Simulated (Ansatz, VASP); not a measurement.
# Ta2Si in VASP and in Ansatz

```
Ta Si
1.0
    -3.06902    3.06902    2.52022
     3.06902   -3.06902    2.52022
     3.06902    3.06902   -2.52022
Ta Si
4 2
Direct
  0.66258 0.83742 0.50000
  0.83742 0.33742 0.17484
  0.33742 0.16258 0.50000
  0.16258 0.66258 0.82516
  0.25000 0.25000 0.00000
  0.75000 0.75000 0.00000
```

Alike in both runs: functional PBEsol; k mesh 10 × 10 × 10; occupations fermi-dirac, width 0.15 eV; no spin polarisation.

Ansatz relaxed the structure, and its values are those at the end. VASP's run is a single point on that final structure, the one shown.

|  | VASP | Ansatz |
| --- | --- | --- |
| version | VASP 6.6.1 | Ansatz 0.2.0 |
| potentials or method | VASP PAW PBE potentials, release 64 (Ta_pv, Si), cutoff 520 eV | scalar-relativistic, plane waves, PAW |
| valence electrons in the cell | 52 | 60 |

|  | VASP | Ansatz | Ansatz less VASP |
| --- | --- | --- | --- |
| gap on the k mesh at the Fermi level (eV) | none | none | - |
| pressure (GPa) | 0.3 | 0.0 | -0.28 |
| rms of the force components (eV/Å) | 0.003 | 0.000 | -0.0032 |

VASP's potentials were made for PBE, not for PBEsol. A gap of «none» marks a metal or a gap that the smearing closes. The functional is the same, so the differences come from potentials, cutoffs and numerics. VASP's potentials hold 52 valence electrons a cell and Ansatz's 60, so a difference there can come from the potentials and not from the codes.

Spin-orbit coupling is off throughout.
